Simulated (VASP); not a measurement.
A run of VASP 6.6.1 is set up as follows.

The input POSCAR:

```
HfO2
1.0
    0.0000000000      2.5350000000      2.5350000000
    2.5350000000      0.0000000000      2.5350000000
    2.5350000000      2.5350000000      0.0000000000
Hf O
1 2
Direct
    0.0000000000      0.0000000000      0.0000000000
    0.2500000000      0.2500000000      0.2500000000
    0.7500000000      0.7500000000      0.7500000000
```

The input INCAR.step1:

```
SYSTEM = HfO2
PREC = Accurate ; ENCUT = 660
ISMEAR = -1 ; SIGMA = 0.1
LREAL = .FALSE. ; LASPH = .TRUE.
NELM = 120 ; NBANDS = 18
GGA = PE ; ALGO = Normal
EDIFF = 1E-5 ; LWAVE = .TRUE.
LCHARG = .FALSE. ; GGA_COMPAT = .FALSE.
```

INCAR.step2

```
SYSTEM = HfO2
PREC = Accurate ; ENCUT = 660
EDIFF = 1E-6 ; ISMEAR = -1
SIGMA = 0.1 ; LREAL = .FALSE.
LASPH = .TRUE. ; NELM = 120
ALGO = Normal ; ISIF = 2
LWAVE = .FALSE. ; LCHARG = .FALSE.
METAGGA = R2SCAN ; LMIXTAU = .TRUE.
NBANDS = 18 ; ISTART = 1
GGA_COMPAT = .FALSE.
```

KPOINTS

```
regular mesh
0
G
  4 4 4
  0 0 0
```

Potentials or basis: VASP PAW PBE potentials, release 64 (Hf_pv, O).

Run with:

```console
$ cat potpaw_PBE.64/Hf_pv/POTCAR potpaw_PBE.64/O/POTCAR > POTCAR
$ cp INCAR.step1 INCAR
$ mpirun -np 1 vasp_std > vasp.out
$ cp INCAR.step2 INCAR
$ mpirun -np 1 vasp_std > vasp.out
```

**Question.** Predict the band gap on the k mesh.

**Answer.** 4.30 eV, direct.

**Question.** Predict the pressure.

**Answer.** -6.0 GPa.

Caveat: the k points lie up to 0.54 Å⁻¹ apart; the PAW data sets were made with another functional, which shifts forces and pressure a little; spin-orbit coupling is left out, which moves the levels of the heavy elements. A k mesh can miss the band edges.
